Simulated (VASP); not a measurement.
Zn, 1 atom in the cell. The structure is cubic, space group Im-3m (No. 229). The conventional cell has a = 3.138 Å, b = 3.138 Å, c = 3.138 Å, α = 90.00°, β = 90.00°, γ = 90.00°. Within 3.6 Å of Zn (site symmetry m-3m) lie 14 Zn at 2.72 to 3.14 Å. This isn't the form of Zn at room conditions, which is hcp.

| Item | Value |
| --- | --- |
| Program | VASP 6.6.1 |
| Task | relaxation of cell and atoms |
| Functional | HSE06 |
| Potentials or basis | VASP PAW PBE potentials, release 64 (Zn) |
| Cutoff | 600 eV |
| k mesh | 6 × 6 × 6 |
| Occupations | fermi-dirac, width 0.05 eV |
| Spin | no spin polarisation |
| Dipole correction | no |
| Grid for exact exchange (PRECFOCK) | Normal |
| Further INCAR settings | ALGO = Normal; EDIFF = 1e-06; IBRION = 2; EDIFFG = -0.01; NSW = 60; ISIF = 3 |
| Share of exact exchange | 0.25 |
| Screening parameter | 0.2079 1/Å |

Potentials or basis: VASP PAW PBE potentials, release 64 (Zn).

The run is started by

```console
$ cat potpaw_PBE.64/Zn/POTCAR > POTCAR
$ cp INCAR.step1 INCAR
$ mpirun -np 1 vasp_std > vasp.out
$ cp INCAR.step2 INCAR
$ mpirun -np 1 vasp_std > vasp.out
```

Hardware: 1 thread of Intel(R) Xeon(R) 6975P-C (Granite Rapids), on a shared host.

Q: How long does it take, and how much memory?

A: Run time: 9 min on 1 thread of Intel(R) Xeon(R) 6975P-C (Granite Rapids) (shared host), peak memory 0.24 GiB. Counts: k points 16, ion steps 2.
